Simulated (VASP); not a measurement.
A run of VASP 6.6.1:

File INCAR:

```
PREC = Accurate
ENCUT = 520
EDIFF = 1E-6
ISMEAR = -1
SIGMA = 0.05
LREAL = False
LASPH = True
NELM = 80
ALGO = Normal
ISIF = 2
LWAVE = False
LCHARG = False
GGA = PS
NBANDS = 14
```

Contents of KPOINTS:

```
regular mesh
0
Gamma
  18 18 10
```

The input POSCAR:

```
Re
1.0
    2.6115486478      0.0000000000      0.0000000000
   -1.3057743239      2.2616674722      0.0000000000
    0.0000000000      0.0000000000      4.1758273441
Re
2
Direct
    0.3333333333      0.6666666667      0.2500000000
    0.6666666667      0.3333333333      0.7500000000
```

Potentials or basis: VASP PAW PBE potentials, release 64 (Re).

Launch:

```console
$ cat potpaw_PBE.64/Re/POTCAR > POTCAR
$ mpirun -np 1 vasp_std > vasp.out
```

Hardware: 1 thread of Intel Xeon 8259CL, with other jobs on the host.

**Question.** How long does it take, and how much memory?

**Answer.** Wall time 100 s on 1 thread of Intel Xeon 8259CL, with other jobs on the host, peak memory 0.19 GiB. Counts: scf iterations 12, k points 222.
